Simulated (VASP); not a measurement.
A run of VASP 6.6.1:

File INCAR:

```
PREC = Accurate
ENCUT = 520
EDIFF = 1E-8
ISMEAR = -1
SIGMA = 0.02
LREAL = False
LASPH = True
NELM = 80
ALGO = Normal
ISIF = 2
LWAVE = False
LCHARG = False
GGA = PE
LEFG = True
NBANDS = 14
```

Contents of KPOINTS:

```
Automatic mesh
0
Gamma
  8 8 8
```

The input POSCAR:

```
NaI
1.0
    0.0000000000      3.2364000000      3.2364000000
    3.2364000000      0.0000000000      3.2364000000
    3.2364000000      3.2364000000      0.0000000000
Na I
1 1
Direct
    0.0000000000      0.0000000000      0.0000000000
    0.5308985292      0.5308985292      0.4691014708
```

Potentials or basis: VASP PAW PBE potentials, release 64 (Na_pv, I).

Run with:

```console
$ cat potpaw_PBE.64/Na_pv/POTCAR potpaw_PBE.64/I/POTCAR > POTCAR
$ mpirun -np 1 vasp_std > vasp.out
```

Hardware: 1 thread of AMD EPYC 9R14 (Zen 4), on a shared host.

Problem. How long does it take, and how much memory?

Solution. Wall time 38 s on 1 thread of AMD EPYC 9R14 (Zen 4) (shared host), peak memory 0.2 GiB. Counts: scf iterations 14, k points 59.
